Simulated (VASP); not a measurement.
# ZnBi3 (Pm-3m) in VASP: further runs

ZnBi3 is run at these levels: PBEsol; tasks: single point.

Everything below comes from runs of VASP 6.6.1. Logs are shortened: lines on timing, memory, paths and dates and some standing lists are left out, and cuts for length are marked.

### Step 1. The cell of the first run

The structure is cubic, space group Pm-3m (No. 221). The conventional cell has a = 4.788 Å, b = 4.788 Å, c = 4.788 Å, α = 90.00°, β = 90.00°, γ = 90.00°. Within 4.5 Å of Zn (site symmetry m-3m) lie 12 Bi at 3.39 Å. Bi (site symmetry 4/mmm) has 4 Zn at 3.39 Å and 8 Bi at 3.39 Å within 4.5 Å.

### Step 2. Single point, PBEsol

The input, INCAR:

```
  PREC = Accurate
  ENCUT = 520
  EDIFF = 1E-6
  ISMEAR = 0
  SIGMA = 0.15
  LREAL = False
  LASPH = True
  NELM = 100
  ALGO = Normal
  ISIF = 2
  LWAVE = False
  LCHARG = False
  GGA = PS
  NBANDS = 36
```

The input, KPOINTS:

```
Automatic mesh
0
Gamma
  10 10 10
```

The input, POSCAR:

```
ZnBi3
1.0
    4.7880304075      0.0000000000      0.0000000000
    0.0000000000      4.7880304075      0.0000000000
    0.0000000000      0.0000000000      4.7880304075
Zn Bi
1 3
Direct
    0.0000000000      0.0000000000      0.0000000000
    0.0000000000      0.5000000000      0.5000000000
    0.5000000000      0.0000000000      0.5000000000
    0.5000000000      0.5000000000      0.0000000000
```

Potentials or basis: VASP PAW PBE potentials, release 64 (Zn, Bi_d).

On the command line:

```sh
> cat potpaw_PBE.64/Zn/POTCAR potpaw_PBE.64/Bi_d/POTCAR > POTCAR
> mpirun -np 1 vasp_std > vasp.out
```

OUTCAR:

```text
PREC = Accurate
   ENCUT = 520
   EDIFF = 1E-6
   ISMEAR = 0
   LREAL = False
   LASPH = True
   NELM = 100
   ISIF = 2
   GGA = PS

 ion  position               nearest neighbor table
   1  0.000  0.000  0.000-   2 3.39   3 3.39   4 3.39   2 3.39   3 3.39   2 3.39   4 3.39   2 3.39
                             3 3.39   4 3.39   3 3.39   4 3.39
   2  0.000  0.500  0.500-   1 3.39   3 3.39   4 3.39   1 3.39   4 3.39   1 3.39   3 3.39   1 3.39
                             3 3.39   4 3.39   4 3.39   3 3.39
   3  0.500  0.000  0.500-   1 3.39   2 3.39   4 3.39   1 3.39   4 3.39   2 3.39   4 3.39   4 3.39
                             1 3.39   2 3.39   1 3.39   2 3.39
   4  0.500  0.500  0.000-   1 3.39   2 3.39   3 3.39   2 3.39   3 3.39   1 3.39   3 3.39   3 3.39
                             1 3.39   2 3.39   2 3.39   1 3.39

  LATTYP: Found a simple cubic cell.
 ALAT       =     4.7880304075

  Lattice vectors:

 A1 = (   4.7880304075,   0.0000000000,   0.0000000000)
 A2 = (   0.0000000000,   4.7880304075,   0.0000000000)
 A3 = (   0.0000000000,   0.0000000000,   4.7880304075)

Analysis of symmetry for initial positions (statically):
=====================================================================
 Subroutine PRICEL returns:
 Original cell was already a primitive cell.

 Routine SETGRP: Setting up the symmetry group for a
 simple cubic supercell.

 Subroutine GETGRP returns: Found 48 space group operations
 (whereof 48 operations were pure point group operations)
 out of a pool of 48 trial point group operations.

The static configuration has the point symmetry O_h .

Analysis of symmetry for dynamics (positions and initial velocities):
=====================================================================
 Subroutine PRICEL returns:
 Original cell was already a primitive cell.

 Routine SETGRP: Setting up the symmetry group for a
 simple cubic supercell.

 Subroutine GETGRP returns: Found 48 space group operations
 (whereof 48 operations were pure point group operations)
 out of a pool of 48 trial point group operations.

The dynamic configuration has the point symmetry O_h .

 Subroutine INISYM returns: Found 48 space group operations
 (whereof 48 operations are pure point group operations),
 and found     1 'primitive' translations

----------------------------------------------------------------------------------------

                                     Primitive cell

  volume of cell :     109.7667

  direct lattice vectors                    reciprocal lattice vectors
     4.788030407  0.000000000  0.000000000     0.208854146  0.000000000  0.000000000
     0.000000000  4.788030407  0.000000000     0.000000000  0.208854146  0.000000000
     0.000000000  0.000000000  4.788030407     0.000000000  0.000000000  0.208854146

  length of vectors
     4.788030407  4.788030407  4.788030407     0.208854146  0.208854146  0.208854146

  position of ions in fractional coordinates (direct lattice)
     0.000000000  0.000000000  0.000000000
     0.000000000  0.500000000  0.500000000
     0.500000000  0.000000000  0.500000000
     0.500000000  0.500000000  0.000000000

  ion indices of the primitive-cell ions
   primitive index   ion index
                 1           1
                 2           2
                 3           3
                 4           4

----------------------------------------------------------------------------------------

 KPOINTS: Automatic mesh

Automatic generation of k-mesh.
 Grid dimensions read from file:
 generate k-points for:   10   10   10

 Generating k-lattice:

  Cartesian coordinates                     Fractional coordinates (reciprocal lattice)
     0.020885415  0.000000000  0.000000000     0.100000000  0.000000000  0.000000000
     0.000000000  0.020885415  0.000000000     0.000000000  0.100000000  0.000000000
     0.000000000  0.000000000  0.020885415     0.000000000  0.000000000  0.100000000

  Length of vectors
     0.020885415  0.020885415  0.020885415

  Shift w.r.t. Gamma in fractional coordinates (k-lattice)
     0.000000000  0.000000000  0.000000000

 Subroutine IBZKPT returns following result:
 ===========================================

 Found     56 irreducible k-points:

 Following reciprocal coordinates:
            Coordinates               Weight
  0.000000  0.000000  0.000000      1.000000
  0.100000  0.000000  0.000000      6.000000
  0.200000  0.000000  0.000000      6.000000
  0.300000  0.000000  0.000000      6.000000
  0.400000  0.000000  0.000000      6.000000
  0.500000  0.000000  0.000000      3.000000
[... 16 lines left out ...]
  0.200000  0.100000  0.100000     24.000000
  0.300000  0.100000  0.100000     24.000000
 [... further k-points ...]
   k-points           NKPTS =     56   k-points in BZ     NKDIM =     56   number of bands    NBANDS=     36
   number of dos      NEDOS =    301   number of ions     NIONS =      4
   total plane-waves  NPLWV =  46656
   dimension x,y,z NGX =    36 NGY =   36 NGZ =   36
   dimension x,y,z NGXF=    72 NGYF=   72 NGZF=   72
   ions per type =               1   3
   NGX,Y,Z   is equivalent  to a cutoff of  12.50, 12.50, 12.50 a.u.
   NGXF,Y,Z  is equivalent  to a cutoff of  25.00, 25.00, 25.00 a.u.
 SYSTEM =  unknown system
   PREC   = accura    normal or accurate (medium, high low for compatibility)
   ISTART =      0    job   : 0-new  1-cont  2-samecut
   ICHARG =      2    charge: 1-file 2-atom 10-const
   ISPIN  =      1    spin polarized calculation?
   LNONCOLLINEAR =      F non collinear calculations
   LSORBIT =      F    spin-orbit coupling
   LASPH  =      T    aspherical Exc in radial PAW
   ENCUT  =  520.0 eV  38.22 Ry    6.18 a.u.   8.90  8.90  8.90*2*pi/ulx,y,z
   NELM   =    100;   NELMIN=  2; NELMDL= -5     # of ELM steps
   EDIFF  = 0.1E-05   stopping-criterion for ELM
   LREAL  =      F    real-space projection
   EDIFFG = 0.1E-04   stopping-criterion for IOM
   NSW    =      0    number of steps for IOM
   IBRION =     -1    ionic relax: 0-MD 1-quasi-New 2-CG
   NFREE  =      0    steps in history (QN), initial steepest desc. (CG)
   ISIF   =      2    stress and relaxation
   ISYM   =      2    0-nonsym 1-usesym 2-fastsym
   POTIM  = 0.5000    time-step for ionic-motion
   TEBEG  =    0.0;   TEEND  =   0.0 temperature during run
   PSTRESS=    0.0 pullay stress
   NELECT =      57.0000    total number of electrons
   NUPDOWN=      -1.0000    fix difference up-down
   EMIN   =  10.00;   EMAX   =-10.00  energy-range for DOS
   EFERMI =   0.00;   METHOD = LEGACY
   ISMEAR =     0;   SIGMA  =   0.15  broadening in eV -4-tet -1-fermi 0-gaus
   EFERMI_NEDOS =   21; number of points for ismear=-14 and -15
   IALGO  =     38    algorithm
   IMIX   =      4    mixing-type and parameters
     AMIX     =   0.40;   BMIX     =  1.00
     AMIX_MAG =   1.60;   BMIX_MAG =  1.00
  volume/ion in A,a.u.               =      27.44       185.19
  Fermi-wavevector in a.u.,A,eV,Ry     =   1.315860  2.486614 23.558303  1.731486
  Thomas-Fermi vector in A             =   2.446012
   LORBIT       =      0    0 simple, 1 ext, 2 COOP (PROOUT), +10 PAW based schemes
   GGA     = PS    functional components
   LHFCALC =     F    Hartree Fock is set to
   AEXX    =    0.0000 exact exchange contribution
   IVDW    =     0    specifies the selected vdW correction
   LEPSILON=     F    determine dielectric tensor
   LRPA    =     F    only Hartree local field effects (RPA)
 non-spin polarized calculation
 Gauss-broadening in eV      SIGMA  =   0.15
  energy-cutoff  :      520.00
  volume of cell :      109.77
 maximum number of plane-waves:      3016
 NGX is ok and might be reduce to    36
   NGX = 17   NGY = 17   NGZ = 17

 number of electron      57.0000080 magnetization

 Free energy of the ion-electron system (eV)
  ---------------------------------------------------
  ext. energy  EPLUGINS =         0.00000000
  ---------------------------------------------------
  free energy    TOTEN  =       -13.75027099 eV

  energy without entropy =      -13.72461270  energy(sigma->0) =      -13.73744184

 E-fermi :   6.9292     XC(G=0): -10.5638

 val. band max:        6.9208708135   @ k =   0.5000   0.2000   0.0000
 cond. band min:       6.9320381261   @ k =   0.5000   0.3000   0.1000
 fundamental gap:      0.0111673126
 Fermi energy:         6.9291581920

 k-point     1 :       0.0000    0.0000    0.0000
  band No.  band energies     occupation
      1     -16.0612      2.00000
      2     -16.0612      2.00000
      3     -16.0612      2.00000
      4     -16.0270      2.00000
      5     -15.9547      2.00000
      6     -15.9547      2.00000
[... 28 lines left out ...]
     35      12.2210      0.00000
     36      12.2570      0.00000

 k-point     2 :       0.1000    0.0000    0.0000
  band No.  band energies     occupation
      1     -16.0603      2.00000
      2     -16.0541      2.00000
      3     -16.0541      2.00000
      4     -16.0226      2.00000
      5     -15.9542      2.00000
      6     -15.9508      2.00000
[... 28 lines left out ...]
     35      12.6424      0.00000
     36      12.7970      0.00000

 k-point     3 :       0.2000    0.0000    0.0000
  band No.  band energies     occupation
      1     -16.0579      2.00000
      2     -16.0333      2.00000
      3     -16.0333      2.00000
      4     -16.0101      2.00000
      5     -15.9529      2.00000
      6     -15.9395      2.00000
[... 28 lines left out ...]
     35      13.4343      0.00000
     36      13.4543      0.00000

 k-point     4 :       0.3000    0.0000    0.0000
  band No.  band energies     occupation
      1     -16.0548      2.00000
      2     -16.0009      2.00000
      3     -16.0009      2.00000
      4     -15.9918      2.00000
      5     -15.9510      2.00000
      6     -15.9229      2.00000
[... 28 lines left out ...]
     35      12.8925      0.00000
     36      12.8928      0.00000

 k-point     5 :       0.4000    0.0000    0.0000
  band No.  band energies     occupation
      1     -16.0522      2.00000
      2     -15.9729      2.00000
      3     -15.9604      2.00000
      4     -15.9604      2.00000
      5     -15.9488      2.00000
      6     -15.9049      2.00000
[... 655 lines left out ...]
 k-point    22 :       0.1000    0.1000    0.1000
  band No.  band energies     occupation
      1     -16.0510      2.00000
      2     -16.0453      2.00000
      3     -16.0453      2.00000
      4     -16.0132      2.00000
      5     -15.9477      2.00000
      6     -15.9477      2.00000
[... 28 lines left out ...]
     35      12.7336      0.00000
     36      12.7369      0.00000

 k-point    23 :       0.2000    0.1000    0.1000
  band No.  band energies     occupation
      1     -16.0464      2.00000
      2     -16.0304      2.00000
      3     -16.0275      2.00000
      4     -15.9994      2.00000
      5     -15.9462      2.00000
      6     -15.9354      2.00000
[... 28 lines left out ...]
     35      12.9390      0.00000
     36      13.3159      0.00000

 k-point    24 :       0.3000    0.1000    0.1000
  band No.  band energies     occupation
      1     -16.0428      2.00000
      2     -16.0057      2.00000
      3     -15.9998      2.00000
      4     -15.9781      2.00000
      5     -15.9440      2.00000
      6     -15.9176      2.00000
[... 28 lines left out ...]
     35      13.0083      0.00000
     36      13.0523      0.00000

 [... further k-points ...]
[... 5 lines left out ...]
  --------------------------------------------------------------------------------------
  -------------------------------------------------------------------------------------
  Total       -0.0274966     -0.0274966     -0.0274966     -0.0000000      0.0000000     -0.0000000
  in kB       -0.4013460     -0.4013460     -0.4013460     -0.0000000      0.0000000     -0.0000000
  external PRESSURE =      -0.4013460 kB  Pullay stress =       0.0000000 kB

 VOLUME and BASIS-vectors are now :
 -----------------------------------------------------------------------------
  energy-cutoff  :      520.00
  volume of cell :      109.77
      direct lattice vectors                 reciprocal lattice vectors
     4.788030407  0.000000000  0.000000000     0.208854146  0.000000000  0.000000000
     0.000000000  4.788030407  0.000000000     0.000000000  0.208854146  0.000000000
     0.000000000  0.000000000  4.788030407     0.000000000  0.000000000  0.208854146

 POSITION                                       TOTAL-FORCE (eV/Angst)
 -----------------------------------------------------------------------------------
      0.00000      0.00000      0.00000         0.000000      0.000000      0.000000
      0.00000      2.39402      2.39402         0.000000      0.000000      0.000000
      2.39402      0.00000      2.39402         0.000000      0.000000      0.000000
      2.39402      2.39402      0.00000         0.000000      0.000000      0.000000
 -----------------------------------------------------------------------------------
    total drift:                                0.000000      0.000000      0.000000

  FREE ENERGIE OF THE ION-ELECTRON SYSTEM (eV)
  ---------------------------------------------------
  free  energy   TOTEN  =       -13.7502709870 eV

  energy  without entropy=      -13.7246127023  energy(sigma->0) =      -13.73744184
```

Run time: 60 s. Hardware: 1 thread of Intel Xeon 6975P-C (Granite Rapids), shared host; peak memory 0.32 GiB.

What came out:

* Free energy: -13.7503 eV
* Pressure: 0.0 GPa
* Band gap on the k mesh: zero (an odd number of electrons rules out a gap without spin polarisation)

Caveat: the PAW data sets were made with another functional, which shifts forces and pressure a little; spin-orbit coupling is left out, which moves the levels of the heavy elements.

### Step 3. Single point, PBEsol

The input, INCAR:

```
PREC = Accurate
ENCUT = 520
EDIFF = 1E-6
ISMEAR = 0
SIGMA = 0.15
LREAL = F
LASPH = T
NELM = 100
ALGO = Normal
ISIF = 2
LWAVE = F
LCHARG = F
GGA = PS
NBANDS = 36
```

The input, KPOINTS:

```
regular mesh
0
Gamma
  12 12 12
```

POSCAR is that of step 2.

Potentials or basis: VASP PAW PBE potentials, release 64 (Zn, Bi_d).

On the command line:

```sh
> cat potpaw_PBE.64/Zn/POTCAR potpaw_PBE.64/Bi_d/POTCAR > POTCAR
> mpirun -np 1 vasp_std > vasp.out
```

It took 90 s on 1 thread of Intel Xeon 6975P-C (Granite Rapids), shared host; peak memory 0.39 GiB.

The run converged. Its results:

- Free energy: -13.7473 eV
- Pressure: 0.0 GPa
- Band gap on the k mesh: zero (an odd number of electrons rules out a gap without spin polarisation)

Levels at points of the mesh, in eV from the Fermi level:
```csv
k point,band 26,band 27,band 28,band 29,band 30,band 31
"(0.00, 0.00, 0.00)",-4.08,-2.34,1.00,1.00,1.00,2.36
"(0.50, 0.00, 0.00)",-2.67,-1.45,-1.45,-0.59,-0.53,2.74
"(0.50, 0.50, 0.00)",-1.33,-1.33,-0.98,-0.61,-0.61,0.45
"(0.50, 0.50, 0.50)",-4.64,-4.64,-3.12,4.20,4.20,4.61
```

Caveat: the PAW data sets were made with another functional, which shifts forces and pressure a little; spin-orbit coupling is left out, which moves the levels of the heavy elements.
